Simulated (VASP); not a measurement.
# BN (P6_3/mmc) in VASP: electric field gradients with PBE

Aim: the electric field gradients of BN with PBE.

All numbers are computed with VASP 6.6.1; they aren't measurements. Logs are shortened: lines on timing, memory, paths and dates and some standing lists are left out, and cuts for length are marked.

### Step 1. The cell of the first run

It takes space group P6_3/mmc (No. 194, hexagonal). The conventional cell has a = 2.512 Å, b = 2.512 Å, c = 8.495 Å, α = 90.00°, β = 90.00°, γ = 120.00°. Within 1.9 Å of B (site symmetry -6m2) lie 3 N at 1.45 Å. N (site symmetry -6m2) has 3 B at 1.45 Å within 1.9 Å.

### Step 2. Electric field gradients, PBE

INCAR reads:

```
SYSTEM = BN
PREC = Accurate
ENCUT = 520
EDIFF = 1E-8
ISMEAR = 0
SIGMA = 0.01
LREAL = .FALSE.
LASPH = .TRUE.
NELM = 60
ALGO = Normal
ISIF = 2
LWAVE = .FALSE.
LCHARG = .FALSE.
GGA = PE
LEFG = .TRUE.
NBANDS = 16
```

KPOINTS reads:

```
Automatic mesh
0
G
  12 12 4
  0 0 0
```

POSCAR reads:

```
BN
1.0
    2.5121537661      0.0000000000      0.0000000000
   -1.2560768830      2.1755889796      0.0000000000
    0.0000000000      0.0000000000      8.4946706079
B N
2 2
Direct
    0.3333333333      0.6666666667      0.2500000000
    0.6666666667      0.3333333333      0.7500000000
    0.3333333333      0.6666666667      0.7500000000
    0.6666666667      0.3333333333      0.2500000000
```

Potentials or basis: VASP PAW PBE potentials, release 64 (B, N).

The run is started by

```sh
cat potpaw_PBE.64/B/POTCAR potpaw_PBE.64/N/POTCAR > POTCAR
mpirun -np 1 vasp_std > vasp.out
```

OUTCAR:

```text
SYSTEM = BN
   PREC = Accurate
   ENCUT = 520
   EDIFF = 1E-8
   ISMEAR = 0
   LREAL = .FALSE.
   LASPH = .TRUE.
   NELM = 60
   ISIF = 2
   GGA = PE

 ion  position               nearest neighbor table
   1  0.333  0.667  0.250-   4 1.45   4 1.45   4 1.45
   2  0.667  0.333  0.750-   3 1.45   3 1.45   3 1.45
   3  0.333  0.667  0.750-   2 1.45   2 1.45   2 1.45
   4  0.667  0.333  0.250-   1 1.45   1 1.45   1 1.45

  LATTYP: Found a hexagonal cell.
 ALAT       =     2.5121537661
 C/A-ratio  =     3.3814294023

  Lattice vectors:

 A1 = (   2.5121537661,   0.0000000000,   0.0000000000)
 A2 = (  -1.2560768830,   2.1755889796,   0.0000000000)
 A3 = (   0.0000000000,   0.0000000000,   8.4946706079)

Analysis of symmetry for initial positions (statically):
=====================================================================
 Subroutine PRICEL returns:
 Original cell was already a primitive cell.

 Routine SETGRP: Setting up the symmetry group for a
 hexagonal supercell.

 Subroutine GETGRP returns: Found 24 space group operations
 (whereof 12 operations were pure point group operations)
 out of a pool of 24 trial point group operations.

The static configuration has the point symmetry D_3d.
 The point group associated with its full space group is D_6h.

Analysis of symmetry for dynamics (positions and initial velocities):
=====================================================================
 Subroutine PRICEL returns:
 Original cell was already a primitive cell.

 Routine SETGRP: Setting up the symmetry group for a
 hexagonal supercell.

 Subroutine GETGRP returns: Found 24 space group operations
 (whereof 12 operations were pure point group operations)
 out of a pool of 24 trial point group operations.

The dynamic configuration has the point symmetry D_3d.
 The point group associated with its full space group is D_6h.

 Subroutine INISYM returns: Found 24 space group operations
 (whereof 12 operations are pure point group operations),
 and found     1 'primitive' translations

----------------------------------------------------------------------------------------

                                     Primitive cell

  volume of cell :      46.4269

  direct lattice vectors                    reciprocal lattice vectors
     2.512153766  0.000000000  0.000000000     0.398064805  0.229822823  0.000000000
    -1.256076883  2.175588980  0.000000000     0.000000000  0.459645645  0.000000000
     0.000000000  0.000000000  8.494670608     0.000000000  0.000000000  0.117720868

  length of vectors
     2.512153766  2.512153766  8.494670608     0.459645645  0.459645645  0.117720868

  position of ions in fractional coordinates (direct lattice)
     0.333333333  0.666666667  0.250000000
     0.666666667  0.333333333  0.750000000
     0.333333333  0.666666667  0.750000000
     0.666666667  0.333333333  0.250000000

  ion indices of the primitive-cell ions
   primitive index   ion index
                 1           1
                 2           2
                 3           3
                 4           4

----------------------------------------------------------------------------------------

 KPOINTS: Automatic mesh

Automatic generation of k-mesh.
 Grid dimensions read from file:
 generate k-points for:   12   12    4

 Generating k-lattice:

  Cartesian coordinates                     Fractional coordinates (reciprocal lattice)
     0.033172067  0.019151902  0.000000000     0.083333333 -0.000000000  0.000000000
     0.000000000  0.038303804  0.000000000     0.000000000  0.083333333  0.000000000
     0.000000000  0.000000000  0.029430217     0.000000000  0.000000000  0.250000000

  Length of vectors
     0.038303804  0.038303804  0.029430217

  Shift w.r.t. Gamma in fractional coordinates (k-lattice)
     0.000000000  0.000000000  0.000000000

 Subroutine IBZKPT returns following result:
 ===========================================

 Found     57 irreducible k-points:

 Following reciprocal coordinates:
            Coordinates               Weight
  0.000000  0.000000  0.000000      1.000000
  0.083333  0.000000  0.000000      6.000000
  0.166667 -0.000000  0.000000      6.000000
  0.250000  0.000000  0.000000      6.000000
  0.333333  0.000000  0.000000      6.000000
  0.416667  0.000000  0.000000      6.000000
[... 16 lines left out ...]
  0.250000  0.000000  0.250000     12.000000
  0.333333  0.000000  0.250000     12.000000
 [... further k-points ...]
   k-points           NKPTS =     57   k-points in BZ     NKDIM =     57   number of bands    NBANDS=     16
   number of dos      NEDOS =    301   number of ions     NIONS =      4
   total plane-waves  NPLWV =  25600
   dimension x,y,z NGX =    20 NGY =   20 NGZ =   64
   dimension x,y,z NGXF=    40 NGYF=   40 NGZF=  128
   ions per type =               2   2
   NGX,Y,Z   is equivalent  to a cutoff of  13.24, 13.24, 12.53 a.u.
   NGXF,Y,Z  is equivalent  to a cutoff of  26.47, 26.47, 25.05 a.u.
 SYSTEM =  BN
   PREC   = accura    normal or accurate (medium, high low for compatibility)
   ISTART =      0    job   : 0-new  1-cont  2-samecut
   ICHARG =      2    charge: 1-file 2-atom 10-const
   ISPIN  =      1    spin polarized calculation?
   LNONCOLLINEAR =      F non collinear calculations
   LSORBIT =      F    spin-orbit coupling
   LASPH  =      T    aspherical Exc in radial PAW
   ENCUT  =  520.0 eV  38.22 Ry    6.18 a.u.   4.67  4.67 15.79*2*pi/ulx,y,z
   NELM   =     60;   NELMIN=  2; NELMDL= -5     # of ELM steps
   EDIFF  = 0.1E-07   stopping-criterion for ELM
   LREAL  =      F    real-space projection
   EDIFFG = 0.1E-06   stopping-criterion for IOM
   NSW    =      0    number of steps for IOM
   IBRION =     -1    ionic relax: 0-MD 1-quasi-New 2-CG
   NFREE  =      0    steps in history (QN), initial steepest desc. (CG)
   ISIF   =      2    stress and relaxation
   ISYM   =      2    0-nonsym 1-usesym 2-fastsym
   POTIM  = 0.5000    time-step for ionic-motion
   TEBEG  =    0.0;   TEEND  =   0.0 temperature during run
   PSTRESS=    0.0 pullay stress
   NELECT =      16.0000    total number of electrons
   NUPDOWN=      -1.0000    fix difference up-down
   EMIN   =  10.00;   EMAX   =-10.00  energy-range for DOS
   EFERMI =   0.00;   METHOD = LEGACY
   ISMEAR =     0;   SIGMA  =   0.01  broadening in eV -4-tet -1-fermi 0-gaus
   EFERMI_NEDOS =   21; number of points for ismear=-14 and -15
   IALGO  =     38    algorithm
   IMIX   =      4    mixing-type and parameters
     AMIX     =   0.40;   BMIX     =  1.00
     AMIX_MAG =   1.60;   BMIX_MAG =  1.00
  volume/ion in A,a.u.               =      11.61        78.33
  Fermi-wavevector in a.u.,A,eV,Ry     =   1.147779  2.168988 17.924270  1.317397
  Thomas-Fermi vector in A             =   2.284457
   LORBIT       =      0    0 simple, 1 ext, 2 COOP (PROOUT), +10 PAW based schemes
   GGA     = PE    functional components
   LHFCALC =     F    Hartree Fock is set to
   AEXX    =    0.0000 exact exchange contribution
   IVDW    =     0    specifies the selected vdW correction
   LEPSILON=     F    determine dielectric tensor
   LRPA    =     F    only Hartree local field effects (RPA)
 non-spin polarized calculation
 Gauss-broadening in eV      SIGMA  =   0.01
  energy-cutoff  :      520.00
  volume of cell :       46.43
 maximum number of plane-waves:      1267
 NGX is ok and might be reduce to    20
   NGX =  9   NGY =  9   NGZ = 31

 number of electron      15.9999998 magnetization

 Free energy of the ion-electron system (eV)
  ---------------------------------------------------
  ext. energy  EPLUGINS =         0.00000000
  ---------------------------------------------------
  free energy    TOTEN  =       -35.20738758 eV

  energy without entropy =      -35.20738758  energy(sigma->0) =      -35.20738758

 E-fermi :   0.5502     XC(G=0):  -8.4710

 val. band max:        0.4888972840   @ k =   0.3333   0.3333   0.5000
 cond. band min:       4.8505749823   @ k =   0.0000   0.0000   0.0000
 fundamental gap:      4.3616776983
 Fermi energy:         0.5502390372

 k-point     1 :       0.0000    0.0000    0.0000
  band No.  band energies     occupation
      1     -17.1393      2.00000
      2     -17.1050      2.00000
      3      -4.9705      2.00000
      4      -4.4327      2.00000
      5      -0.8616      2.00000
      6      -0.8616      2.00000
[... 8 lines left out ...]
     15      12.0080      0.00000
     16      12.7688      0.00000

 k-point     2 :       0.0833    0.0000    0.0000
  band No.  band energies     occupation
      1     -17.0062      2.00000
      2     -16.9727      2.00000
      3      -4.7894      2.00000
      4      -4.2582      2.00000
      5      -1.4191      2.00000
      6      -1.4163      2.00000
[... 8 lines left out ...]
     15      12.5821      0.00000
     16      12.5947      0.00000

 k-point     3 :       0.1667   -0.0000    0.0000
  band No.  band energies     occupation
      1     -16.6146      2.00000
      2     -16.5832      2.00000
      3      -4.2539      2.00000
      4      -3.7434      2.00000
      5      -2.8247      2.00000
      6      -2.8187      2.00000
[... 8 lines left out ...]
     15      13.1539      0.00000
     16      14.1746      0.00000

 k-point     4 :       0.2500    0.0000    0.0000
  band No.  band energies     occupation
      1     -15.9917      2.00000
      2     -15.9637      2.00000
      3      -4.6000      2.00000
      4      -4.5955      2.00000
      5      -3.3923      2.00000
      6      -2.9201      2.00000
[... 8 lines left out ...]
     15      13.4540      0.00000
     16      16.4270      0.00000
[... 324 lines left out ...]
 k-point    22 :       0.1667   -0.0000    0.2500
  band No.  band energies     occupation
      1     -16.6101      2.00000
      2     -16.5878      2.00000
      3      -4.1853      2.00000
      4      -3.8253      2.00000
      5      -2.8229      2.00000
      6      -2.8189      2.00000
[... 8 lines left out ...]
     15      13.8736      0.00000
     16      14.1765      0.00000

 k-point    23 :       0.2500    0.0000    0.2500
  band No.  band energies     occupation
      1     -15.9875      2.00000
      2     -15.9678      2.00000
      3      -4.5997      2.00000
      4      -4.5966      2.00000
      5      -3.3273      2.00000
      6      -2.9941      2.00000
[... 8 lines left out ...]
     15      14.4978      0.00000
     16      16.4310      0.00000

 k-point    24 :       0.3333    0.0000    0.2500
  band No.  band energies     occupation
      1     -15.2027      2.00000
      2     -15.1867      2.00000
      3      -6.3669      2.00000
      4      -6.3633      2.00000
      5      -3.0838      2.00000
      6      -3.0807      2.00000
[... 8 lines left out ...]
     15      15.5339      0.00000
     16      17.8351      0.00000

 [... further k-points ...]
[... 5 lines left out ...]
  --------------------------------------------------------------------------------------
  -------------------------------------------------------------------------------------
  Total        0.0372635      0.0372635     -0.0324305      0.0000000     -0.0000000      0.0000000
  in kB        1.2859528      1.2859528     -1.1191668      0.0000000     -0.0000000      0.0000000
  external PRESSURE =       0.4842462 kB  Pullay stress =       0.0000000 kB

 VOLUME and BASIS-vectors are now :
 -----------------------------------------------------------------------------
  energy-cutoff  :      520.00
  volume of cell :       46.43
      direct lattice vectors                 reciprocal lattice vectors
     2.512153766  0.000000000  0.000000000     0.398064805  0.229822823  0.000000000
    -1.256076883  2.175588980  0.000000000     0.000000000  0.459645645  0.000000000
     0.000000000  0.000000000  8.494670608     0.000000000  0.000000000  0.117720868

 POSITION                                       TOTAL-FORCE (eV/Angst)
 -----------------------------------------------------------------------------------
     -0.00000      1.45039      2.12367        -0.000000      0.000000      0.000000
      1.25608      0.72520      6.37100         0.000000     -0.000000      0.000000
     -0.00000      1.45039      6.37100        -0.000000     -0.000000      0.000000
      1.25608      0.72520      2.12367         0.000000      0.000000      0.000000
 -----------------------------------------------------------------------------------
    total drift:                               -0.000000      0.000000     -0.000000

  FREE ENERGIE OF THE ION-ELECTRON SYSTEM (eV)
  ---------------------------------------------------
  free  energy   TOTEN  =       -35.2073875803 eV

  energy  without entropy=      -35.2073875803  energy(sigma->0) =      -35.20738758

 Electric field gradients (V/A^2)
---------------------------------------------------------------------
 ion       V_xx      V_yy      V_zz      V_xy      V_xz      V_yz
---------------------------------------------------------------------
   1     -17.303   -17.303    34.605     0.000    -0.000     0.000
   2     -17.303   -17.303    34.605     0.000     0.000    -0.000
   3      -0.897    -0.898     1.795    -0.001    -0.000     0.000
   4      -0.897    -0.898     1.795    -0.001     0.000    -0.000
---------------------------------------------------------------------

 Electric field gradients after diagonalization (V/A^2)
 (convention: |V_zz| > |V_xx| > |V_yy|)
----------------------------------------------------------------------
 ion       V_xx      V_yy      V_zz     asymmetry (V_yy - V_xx)/ V_zz
----------------------------------------------------------------------
   1     -17.303   -17.303    34.605       0.000
   2     -17.303   -17.303    34.605       0.000
   3      -0.899    -0.897     1.795       0.001
   4      -0.899    -0.897     1.795       0.001
----------------------------------------------------------------------

           NMR quadrupolar parameters

 Cq : quadrupolar parameter    Cq=e*Q*V_zz/h
 eta: asymmetry parameters     (V_yy - V_xx)/ V_zz
 Q  : nuclear electric quadrupole moment in mb (millibarn)
----------------------------------------------------------------------
 ion       Cq(MHz)       eta       Q (mb)
----------------------------------------------------------------------
   1       0.084       0.000       1.000
   2       0.084       0.000       1.000
   3       0.004       0.001       1.000
   4       0.004       0.001       1.000
----------------------------------------------------------------------
```

Wall time 51 s (1 thread of AMD EPYC 7R43 (Zen 3), shared host); peak memory 0.14 GiB.

Results:

```yaml
Free_energy: -35.2074 eV
Pressure: 0.0 GPa
Band_gap_on_the_k_mesh: 4.36 eV, indirect (least direct gap 4.66 eV)
```

Stress tensor (GPa, compression positive):
```
 0.13  0.00  0.00
 0.00  0.13  0.00
 0.00  0.00 -0.11
```

Electric field gradients, principal values (V/Å²):
```csv
atom,least,middle,greatest (by size)
1 B,-17.303,-17.303,34.605
2 B,-17.303,-17.303,34.605
3 N,-0.897,-0.899,1.795
4 N,-0.897,-0.899,1.795
```

Caveat: without QUAD_EFG the Cq values of the log hold for a quadrupole moment of 1 mb, not for the nuclei; this functional lacks dispersion, which binds the layers, so the pressure and a relaxed spacing across them are unreliable.
